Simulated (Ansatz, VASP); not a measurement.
Two plane-wave programs on KF

File INCAR:

```
PREC = Accurate ; ENCUT = 520
EDIFF = 1E-7 ; ISMEAR = 0
SIGMA = 0.05 ; LREAL = F
LASPH = T ; NELM = 80
ALGO = Normal ; ISIF = 2
LWAVE = F ; LCHARG = T
GGA = CA ; LELF = T
LVHAR = T ; NBANDS = 15
```

KPOINTS

```
regular mesh
0
Gamma
  8 8 8
```

File POSCAR:

```
KF
1.0
    0.1121224271      2.6526608047      2.6526608047
    2.6526608047      0.1121224271      2.6526608047
    2.6526608047      2.6526608047      0.1121224271
K F
1 1
Direct
    0.0000000000      0.0000000000      0.0000000000
    0.5000000000      0.5000000000      0.5000000000
```

Input for Ansatz:

```yaml
crystal:
  lattice:
    - [0.1121224271, 2.6526608047, 2.6526608047]
    - [2.6526608047, 0.1121224271, 2.6526608047]
    - [2.6526608047, 2.6526608047, 0.1121224271]
  atoms:
    - { symbol: K, position: [0.0, 0.0, 0.0] }
    - { symbol: F, position: [0.5, 0.5, 0.5] }
basis:
  ecutwfc: 520.0
kpoints:
  mp_grid: { grid: [8, 8, 8] }
hamiltonian:
  xc: lda
scf:
  occupations: { method: gaussian, width: 0.05 }
output:
  forces: true
  stress: true
  eigenvalues: true
  write_density: true
  write_potential: true
  elf: true
  volumetric_format: npy
```

Alike in both runs: task single point; functional LDA; k mesh 8 × 8 × 8; occupations gaussian, width 0.05 eV; no spin polarisation.

|  | VASP | Ansatz |
| --- | --- | --- |
| version | VASP 6.6.1 | Ansatz 0.2.0 |
| potentials or method | VASP PAW LDA potentials, release 64 (K_sv, F), cutoff 520 eV | scalar-relativistic, plane waves, PAW |
| valence electrons in the cell | 16 | 16 |

VASP gave:

```
gap on the k mesh at the Fermi level (eV)                     : 6.21
least direct gap on the mesh (eV)                             : 6.21
pressure (GPa)                                                : -0.6
traceless stress, the component that is largest in VASP (GPa) : -0.67
```

Task: Estimate Ansatz's values.

Result: gap on the k mesh at the Fermi level (eV): 6.23; least direct gap on the mesh (eV): 6.23; pressure (GPa): -0.8; traceless stress, the component that is largest in VASP (GPa): -0.69.

LDA's correlation is that of Perdew and Zunger in VASP and of Perdew and Wang (1992) in Ansatz.
